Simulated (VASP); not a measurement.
Input of a VASP 6.6.1 run:

INCAR

```
SYSTEM = Ca
  PREC = Accurate
  ENCUT = 520
  EDIFF = 1E-6
  ISMEAR = -1
  SIGMA = 0.08
  LREAL = .False.
  LASPH = .True.
  NELM = 60
  ALGO = Normal
  ISIF = 2
  LWAVE = .False.
  LCHARG = .False.
  GGA = PS
  IVDW = 12
  NBANDS = 17
```

File KPOINTS:

```
Automatic mesh
0
Gamma
  8 8 6
  0 0 0
```

File POSCAR:

```
Ca
1.0
    1.9103090758     -3.3118063637      0.0000000000
    1.9103090758      3.3118063637      0.0000000000
    0.0000000000      0.0000000000      6.2630075585
Ca
2
Direct
    0.8335336331      0.1664663669      0.2500000000
    0.1664663669      0.8335336331      0.7500000000
```

Potentials or basis: VASP PAW PBE potentials, release 64 (Ca_sv).

Command:

```console
$ cat potpaw_PBE.64/Ca_sv/POTCAR > POTCAR
$ mpirun -np 1 vasp_std > vasp.out
```

**Question.** Predict the dispersion energy per atom.

**Answer.** -0.255 eV.

**Question.** Predict the band gap on the k mesh.

**Answer.** Zero (band 10 reaches 2.43 eV, above the bottom of band 11 at 2.02 eV).

**Question.** Estimate the pressure.

**Answer.** -0.5 GPa.

Stress tensor (GPa, compression positive):
```
-0.53  0.00  0.00
 0.00 -0.55  0.00
 0.00  0.00 -0.43
```

Caveat: the PAW data sets were made with another functional, which shifts forces and pressure a little; pairwise dispersion overbinds metals, which lowers pressure and volume.
